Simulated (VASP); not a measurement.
Al, 1 atom in the cell. The structure is cubic, space group Im-3m (No. 229). The conventional cell has a = 3.149 Å, b = 3.149 Å, c = 3.149 Å, α = 90.00°, β = 90.00°, γ = 90.00°. Within 3.6 Å of Al (site symmetry m-3m) lie 14 Al at 2.73 to 3.15 Å.  This cell differs from its parent crystal: volume scaled by 0.92.

```yaml
Program: VASP 6.6.1
Task: single point
Functional: PBE
Potentials_or_basis: VASP PAW PBE potentials, release 64 (Al)
Cutoff: 520 eV
k_mesh: 15 × 15 × 15
Occupations: fermi-dirac, width 0.1 eV
Spin: no spin polarisation
Dipole_correction: no
Further_INCAR_settings: ALGO = Normal; EDIFF = 1e-07; NBANDS = 8
```

Potentials or basis: VASP PAW PBE potentials, release 64 (Al).

Launch:

```bash
$ cat potpaw_PBE.64/Al/POTCAR > POTCAR
$ mpirun -np 1 vasp_std > vasp.out
```

Hardware: 1 thread of Intel(R) Xeon(R) Platinum 8488C (Sapphire Rapids), with other jobs on the host.

Task: Estimate the wall time of this run.

Result: It took 8.6 s on 1 thread of Intel(R) Xeon(R) Platinum 8488C (Sapphire Rapids) (shared host), peak memory 0.12 GiB. Counts: scf iterations 11, k points 120.
